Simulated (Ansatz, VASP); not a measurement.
## Two plane-wave programs on B4N3

```
CELL_PARAMETERS angstrom
0.00000 0.00000 3.25530
4.85504 0.00000 0.00000
-2.42752 4.20459 0.00000
ATOMIC_POSITIONS crystal
B 0.00000 0.50931 0.01863
B 0.00000 0.98137 0.49069
B 0.00000 0.50931 0.49069
B 0.00000 0.00000 0.00000
N 0.00000 0.16621 0.83379
N 0.00000 0.66758 0.83379
N 0.00000 0.16621 0.33242
```

Alike in both runs: task single point; functional PBE; k mesh 6 × 6 × 6; occupations gaussian, width 0.2 eV; no spin polarisation.

|  | VASP | Ansatz |
| --- | --- | --- |
| version | VASP 6.6.1 | Ansatz 0.2.0 |
| potentials or method | VASP PAW PBE potentials, release 64 (B, N), cutoff 520 eV | scalar-relativistic, plane waves, PAW |
| valence electrons in the cell | 27 | 27 |

|  | VASP | Ansatz | Ansatz less VASP |
| --- | --- | --- | --- |
| gap on the k mesh at the Fermi level (eV) | none | none | - |
| pressure (GPa) | -0.1 | -0.1 | -0.06 |
| traceless stress, the component that is largest in VASP (GPa) | -0.17 | 0.01 | +0.182 |
| rms of the force components (eV/Å) | 0.010 | 0.005 | -0.0053 |

Atom by atom the forces differ by 0.005 eV/Å (rms over components). A gap of «none» marks a metal or a gap that the smearing closes.
